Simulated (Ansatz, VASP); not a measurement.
## GaP in VASP and in Ansatz

```
Ga P
1.0
     0.00000    2.72292    2.72292
     2.72292    0.00000    2.72292
     2.72292    2.72292    0.00000
Ga P
1 1
Direct
  0.00000 0.00000 0.00000
  0.25000 0.25000 0.25000
```

Alike in both runs: functional PBE; dispersion D3(BJ); k mesh 8 × 8 × 8; occupations gaussian, width 0.02 eV; no spin polarisation.

Ansatz relaxed the structure, and its values are those at the end. VASP's run is a single point on that final structure, the one shown.

```csv
,VASP,Ansatz
version,VASP 6.6.1,Ansatz 0.2.0
potentials or method,"VASP PAW PBE potentials, release 64 (Ga_d, P), cutoff 500 eV","scalar-relativistic, plane waves, PAW"
valence electrons in the cell,18,18
```

Ansatz gave:

- gap on the k mesh at the Fermi level (eV): 1.64
- least direct gap on the mesh (eV): 1.85
- pressure (GPa): 0.0

Problem. Which values does VASP return?

Solution. gap on the k mesh at the Fermi level (eV): 1.64; least direct gap on the mesh (eV): 1.85; pressure (GPa): -0.1.
